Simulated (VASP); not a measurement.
# Ir (P6_3/mmc) in VASP: notebook, part 2 of 2

VASP 6.6.1. Earlier steps stand in the parts before.

## (4) Single point, PBE

This run uses another cell than the first one, of 14.18 Å³/atom, 1.024 times its volume.

The input, INCAR:

```
  PREC = Accurate
  ENCUT = 520
  EDIFF = 1E-6
  ISMEAR = -1
  SIGMA = 0.1
  LREAL = False
  LASPH = True
  NELM = 80
  ALGO = Normal
  ISIF = 2
  LWAVE = False
  LCHARG = False
  GGA = PE
  NBANDS = 16
```

The input, KPOINTS:

```
Automatic mesh
0
Gamma
  9 9 5
```

The input, POSCAR:

```
Ir
1.0
    2.7228038298      0.0000000000      0.0000000000
   -1.3614019149      2.3580172861      0.0000000000
    0.0000000000      0.0000000000      4.4177378083
Ir
2
Direct
    0.3333333333      0.6666666667      0.2500000000
    0.6666666667      0.3333333333      0.7500000000
```

Potentials or basis: VASP PAW PBE potentials, release 64 (Ir).

The run is started by

```
$ cat potpaw_PBE.64/Ir/POTCAR > POTCAR
$ mpirun -np 1 vasp_std > vasp.out
```

OUTCAR:

```text
PREC = Accurate
   ENCUT = 520
   EDIFF = 1E-6
   ISMEAR = -1
   LREAL = False
   LASPH = True
   NELM = 80
   ISIF = 2
   GGA = PE

 ion  position               nearest neighbor table
   1  0.333  0.667  0.250-   2 2.71   2 2.71   2 2.71   2 2.71   2 2.71   2 2.71
   2  0.667  0.333  0.750-   1 2.71   1 2.71   1 2.71   1 2.71   1 2.71   1 2.71

  LATTYP: Found a hexagonal cell.
 ALAT       =     2.7228038298
 C/A-ratio  =     1.6224958111

  Lattice vectors:

[... 642 lines left out ...]
 [... further k-points ...]

------------------------ aborting loop because EDIFF is reached ----------------------------------------

  FORCE on cell =-STRESS in cart. coord.  units (eV):
  Direction    XX          YY          ZZ          XY          YZ          ZX
  --------------------------------------------------------------------------------------
  -------------------------------------------------------------------------------------
  Total        1.8843483      1.8843483      1.8861815      0.0000000      0.0000000      0.0000000
  in kB      106.4408898    106.4408898    106.5444405      0.0000000      0.0000000      0.0000000
  external PRESSURE =     106.4754067 kB  Pullay stress =       0.0000000 kB

 VOLUME and BASIS-vectors are now :
 -----------------------------------------------------------------------------
  energy-cutoff  :      520.00
  volume of cell :       28.36
      direct lattice vectors                 reciprocal lattice vectors
     2.722803830  0.000000000  0.000000000     0.367268471  0.212042551  0.000000000
    -1.361401915  2.358017286  0.000000000     0.000000000  0.424085101  0.000000000
     0.000000000  0.000000000  4.417737808     0.000000000  0.000000000  0.226360197

 POSITION                                       TOTAL-FORCE (eV/Angst)
 -----------------------------------------------------------------------------------
     -0.00000      1.57201      1.10443        -0.000000     -0.000000      0.000000
      1.36140      0.78601      3.31330         0.000000      0.000000      0.000000
 -----------------------------------------------------------------------------------
    total drift:                               -0.000000      0.000000     -0.000000

  FREE ENERGIE OF THE ION-ELECTRON SYSTEM (eV)
  ---------------------------------------------------
  free  energy   TOTEN  =       -17.5580296831 eV

  energy  without entropy=      -17.4791009886  energy(sigma->0) =      -17.51856534
```

It took 12 s on 1 thread of AMD EPYC 7R13 (Zen 3), shared host; peak memory 0.12 GiB.

Results:

| Item | Value |
| --- | --- |
| Free energy | -17.5580 eV |
| Pressure | 10.6 GPa |
| Band gap on the k mesh | zero (band 9 reaches 11.41 eV, above the bottom of band 10 at 8.32 eV) |

Levels at points of the mesh, in eV from the Fermi level:
```tsv
k point	band 5	band 6	band 7	band 8	band 9	band 10	band 11	band 12	band 13	band 14
(0.00, 0.00, 0.00)	-3.77	-3.12	-3.12	-2.32	-2.32	-0.77	0.33	0.33	7.11	14.32
```

Caveat: spin-orbit coupling is left out, which moves the levels of the heavy elements.

## (5) Single point, PBE

This run uses another cell than the first one, of 14.57 Å³/atom, 1.053 times its volume.

The input, INCAR:

```
ALGO = Normal
EDIFF = 1E-7
ENCUT = 520
GGA = PE
ISIF = 2
ISMEAR = -1
LASPH = T
LCHARG = T
LELF = T
LREAL = F
LVHAR = T
LWAVE = F
NBANDS = 16
NELM = 60
PREC = Accurate
SIGMA = 0.1
```

The input, KPOINTS:

```
k-points
0
Gamma
  9 9 5
```

The input, POSCAR:

```
Ir
1.0
    2.7481510401      0.0000000000      0.0000000000
   -1.3740755201      2.3799686142      0.0000000000
    0.0000000000      0.0000000000      4.4561861747
Ir
2
Direct
    0.3333333333      0.6666666667      0.2500000000
    0.6666666667      0.3333333333      0.7500000000
```

Potentials or basis: VASP PAW PBE potentials, release 64 (Ir).

The run is started by

```
$ cat potpaw_PBE.64/Ir/POTCAR > POTCAR
$ mpirun -np 1 vasp_std > vasp.out
```

OUTCAR:

```text
EDIFF = 1E-7
   ENCUT = 520
   GGA = PE
   ISIF = 2
   ISMEAR = -1
   LASPH = T
   LREAL = F
   NELM = 60
   PREC = Accurate

 ion  position               nearest neighbor table
   1  0.333  0.667  0.250-   2 2.74   2 2.74   2 2.74   2 2.74   2 2.74   2 2.74
   2  0.667  0.333  0.750-   1 2.74   1 2.74   1 2.74   1 2.74   1 2.74   1 2.74

  LATTYP: Found a hexagonal cell.
 ALAT       =     2.7481510401
 C/A-ratio  =     1.6215215647

  Lattice vectors:

 A1 = (   2.7481510401,   0.0000000000,   0.0000000000)
 A2 = (  -1.3740755201,   2.3799686142,   0.0000000000)
 A3 = (   0.0000000000,   0.0000000000,   4.4561861747)

Analysis of symmetry for initial positions (statically):
=====================================================================
 Subroutine PRICEL returns:
 Original cell was already a primitive cell.

 Routine SETGRP: Setting up the symmetry group for a
 hexagonal supercell.

 Subroutine GETGRP returns: Found 24 space group operations
 (whereof 12 operations were pure point group operations)
 out of a pool of 24 trial point group operations.

The static configuration has the point symmetry D_3d.
 The point group associated with its full space group is D_6h.

Analysis of symmetry for dynamics (positions and initial velocities):
=====================================================================
 Subroutine PRICEL returns:
 Original cell was already a primitive cell.

 Routine SETGRP: Setting up the symmetry group for a
 hexagonal supercell.

 Subroutine GETGRP returns: Found 24 space group operations
 (whereof 12 operations were pure point group operations)
 out of a pool of 24 trial point group operations.

The dynamic configuration has the point symmetry D_3d.
 The point group associated with its full space group is D_6h.

 Subroutine INISYM returns: Found 24 space group operations
 (whereof 12 operations are pure point group operations),
 and found     1 'primitive' translations

----------------------------------------------------------------------------------------

                                     Primitive cell

  volume of cell :      29.1457

  direct lattice vectors                    reciprocal lattice vectors
     2.748151040  0.000000000  0.000000000     0.363881019  0.210086804  0.000000000
    -1.374075520  2.379968614  0.000000000     0.000000000  0.420173608  0.000000000
     0.000000000  0.000000000  4.456186175     0.000000000  0.000000000  0.224407141

  length of vectors
     2.748151040  2.748151040  4.456186175     0.420173608  0.420173608  0.224407141

  position of ions in fractional coordinates (direct lattice)
     0.333333333  0.666666667  0.250000000
     0.666666667  0.333333333  0.750000000

  ion indices of the primitive-cell ions
   primitive index   ion index
                 1           1
                 2           2

----------------------------------------------------------------------------------------

 KPOINTS: k-points

Automatic generation of k-mesh.
 Grid dimensions read from file:
 generate k-points for:    9    9    5

 Generating k-lattice:

  Cartesian coordinates                     Fractional coordinates (reciprocal lattice)
     0.040431224  0.023342978  0.000000000     0.111111111  0.000000000  0.000000000
     0.000000000  0.046685956  0.000000000     0.000000000  0.111111111  0.000000000
     0.000000000  0.000000000  0.044881428     0.000000000  0.000000000  0.200000000

  Length of vectors
     0.046685956  0.046685956  0.044881428

  Shift w.r.t. Gamma in fractional coordinates (k-lattice)
     0.000000000  0.000000000  0.000000000

 Subroutine IBZKPT returns following result:
 ===========================================

 Found     36 irreducible k-points:

 Following reciprocal coordinates:
            Coordinates               Weight
  0.000000  0.000000  0.000000      1.000000
  0.111111  0.000000  0.000000      6.000000
  0.222222  0.000000  0.000000      6.000000
  0.333333 -0.000000  0.000000      6.000000
  0.444444  0.000000  0.000000      6.000000
  0.111111  0.111111  0.000000      6.000000
[... 16 lines left out ...]
  0.333333  0.222222  0.200000     24.000000
  0.333333  0.333333  0.200000      4.000000
 [... further k-points ...]
   k-points           NKPTS =     36   k-points in BZ     NKDIM =     36   number of bands    NBANDS=     16
   number of dos      NEDOS =    301   number of ions     NIONS =      2
   total plane-waves  NPLWV =  14400
   dimension x,y,z NGX =    20 NGY =   20 NGZ =   36
   dimension x,y,z NGXF=    40 NGYF=   40 NGZF=   72
   ions per type =               2
   NGX,Y,Z   is equivalent  to a cutoff of  12.10, 12.10, 13.43 a.u.
   NGXF,Y,Z  is equivalent  to a cutoff of  24.20, 24.20, 26.86 a.u.
 SYSTEM =  unknown system
   PREC   = accura    normal or accurate (medium, high low for compatibility)
   ISTART =      0    job   : 0-new  1-cont  2-samecut
   ICHARG =      2    charge: 1-file 2-atom 10-const
   ISPIN  =      1    spin polarized calculation?
   LNONCOLLINEAR =      F non collinear calculations
   LSORBIT =      F    spin-orbit coupling
   LASPH  =      T    aspherical Exc in radial PAW
   ENCUT  =  520.0 eV  38.22 Ry    6.18 a.u.   5.11  5.11  8.29*2*pi/ulx,y,z
   NELM   =     60;   NELMIN=  2; NELMDL= -5     # of ELM steps
   EDIFF  = 0.1E-06   stopping-criterion for ELM
   LREAL  =      F    real-space projection
   EDIFFG = 0.1E-05   stopping-criterion for IOM
   NSW    =      0    number of steps for IOM
   IBRION =     -1    ionic relax: 0-MD 1-quasi-New 2-CG
   NFREE  =      0    steps in history (QN), initial steepest desc. (CG)
   ISIF   =      2    stress and relaxation
   ISYM   =      2    0-nonsym 1-usesym 2-fastsym
   POTIM  = 0.5000    time-step for ionic-motion
   TEBEG  =    0.0;   TEEND  =   0.0 temperature during run
   PSTRESS=    0.0 pullay stress
   NELECT =      18.0000    total number of electrons
   NUPDOWN=      -1.0000    fix difference up-down
   EMIN   =  10.00;   EMAX   =-10.00  energy-range for DOS
   EFERMI =   0.00;   METHOD = LEGACY
   ISMEAR =    -1;   SIGMA  =   0.10  broadening in eV -4-tet -1-fermi 0-gaus
   EFERMI_NEDOS =   21; number of points for ismear=-14 and -15
   IALGO  =     38    algorithm
   IMIX   =      4    mixing-type and parameters
     AMIX     =   0.40;   BMIX     =  1.00
     AMIX_MAG =   1.60;   BMIX_MAG =  1.00
  volume/ion in A,a.u.               =      14.57        98.34
  Fermi-wavevector in a.u.,A,eV,Ry     =   1.394143  2.634548 26.444751  1.943634
  Thomas-Fermi vector in A             =   2.517721
   LORBIT       =      0    0 simple, 1 ext, 2 COOP (PROOUT), +10 PAW based schemes
   GGA     = PE    functional components
[... 5 lines left out ...]
 non-spin polarized calculation
  energy-cutoff  :      520.00
  volume of cell :       29.15
 maximum number of plane-waves:       800
   NGX = 11   NGY = 11   NGZ = 17

 number of electron      18.0000000 magnetization

 Free energy of the ion-electron system (eV)
  ---------------------------------------------------
  ext. energy  EPLUGINS =         0.00000000
  ---------------------------------------------------
  free energy    TOTEN  =       -17.58500039 eV

  energy without entropy =      -17.50217307  energy(sigma->0) =      -17.54358673

 E-fermi :   9.9522     XC(G=0): -13.8129

 val. band max:        9.9122385271   @ k =   0.4444   0.1111   0.2000
 cond. band min:       9.9615182095   @ k =   0.3333   0.3333   0.0000
 fundamental gap:      0.0492796824
 Fermi energy:         9.9522008553

 k-point     1 :       0.0000    0.0000    0.0000
  band No.  band energies     occupation
      1      -0.9037      2.00000
      2       2.1327      2.00000
      3       6.2238      2.00000
      4       6.3374      2.00000
      5       6.3374      2.00000
      6       6.9660      2.00000
[... 8 lines left out ...]
     15      26.4386      0.00000
     16      27.4505      0.00000
[... 419 lines left out ...]
 k-point    24 :       0.3333    0.3333    0.2000
  band No.  band energies     occupation
      1       3.7278      2.00000
      2       4.2062      2.00000
      3       4.2062      2.00000
      4       5.1089      2.00000
      5       5.9614      2.00000
      6       5.9614      2.00000
[... 8 lines left out ...]
     15      20.9821      0.00000
     16      21.8339      0.00000

 [... further k-points ...]

------------------------ aborting loop because EDIFF is reached ----------------------------------------

  FORCE on cell =-STRESS in cart. coord.  units (eV):
  Direction    XX          YY          ZZ          XY          YZ          ZX
  --------------------------------------------------------------------------------------
  -------------------------------------------------------------------------------------
  Total        0.0945846      0.0945846      0.0989741     -0.0000000      0.0000000      0.0000000
  in kB        5.1994324      5.1994324      5.4407294     -0.0000000      0.0000000      0.0000000
  external PRESSURE =       5.2798647 kB  Pullay stress =       0.0000000 kB

 VOLUME and BASIS-vectors are now :
 -----------------------------------------------------------------------------
  energy-cutoff  :      520.00
  volume of cell :       29.15
      direct lattice vectors                 reciprocal lattice vectors
     2.748151040  0.000000000  0.000000000     0.363881019  0.210086804  0.000000000
    -1.374075520  2.379968614  0.000000000     0.000000000  0.420173608  0.000000000
     0.000000000  0.000000000  4.456186175     0.000000000  0.000000000  0.224407141

 POSITION                                       TOTAL-FORCE (eV/Angst)
 -----------------------------------------------------------------------------------
     -0.00000      1.58665      1.11405        -0.000000     -0.000000      0.000000
      1.37408      0.79332      3.34214         0.000000      0.000000      0.000000
 -----------------------------------------------------------------------------------
    total drift:                                0.000000     -0.000000     -0.000000

  FREE ENERGIE OF THE ION-ELECTRON SYSTEM (eV)
  ---------------------------------------------------
  free  energy   TOTEN  =       -17.5850003904 eV

  energy  without entropy=      -17.5021730749  energy(sigma->0) =      -17.54358673
```

Run time: 13 s. Hardware: 1 thread of AMD EPYC 7R13 (Zen 3), shared host; peak memory 0.12 GiB.

What came out:

```
Free energy            : -17.5850 eV
Pressure               : 0.5 GPa
Band gap on the k mesh : zero (band 9 reaches 10.89 eV, above the bottom of band 10 at 7.95 eV)
```

Caveat: spin-orbit coupling is left out, which moves the levels of the heavy elements.

## (6) Summary

```tsv
cell	gap on the mesh (eV)	pressure (GPa)
a = 2.701, b = 2.701, c = 4.384 Å, angles 90.0, 90.0, 120.0°, 2 atoms	none	20.8
a = 2.735, b = 2.735, c = 4.436 Å, angles 90.0, 90.0, 120.0°, 2 atoms	none	5.6
a = 2.723, b = 2.723, c = 4.418 Å, angles 90.0, 90.0, 120.0°, 2 atoms	none	10.6
a = 2.748, b = 2.748, c = 4.456 Å, angles 90.0, 90.0, 120.0°, 2 atoms	none	0.5
```

Alike in all rows: task single point; level PBE; potentials or basis VASP PAW PBE potentials, release 64 (Ir); no spin polarisation; k mesh 9 × 9 × 5; cutoff (eV) 520; smearing fermi-dirac 0.1 eV.

Caveats: spin-orbit coupling is left out, which moves the levels of the heavy elements.

Absolute energies hang on the potentials; compare differences alone.
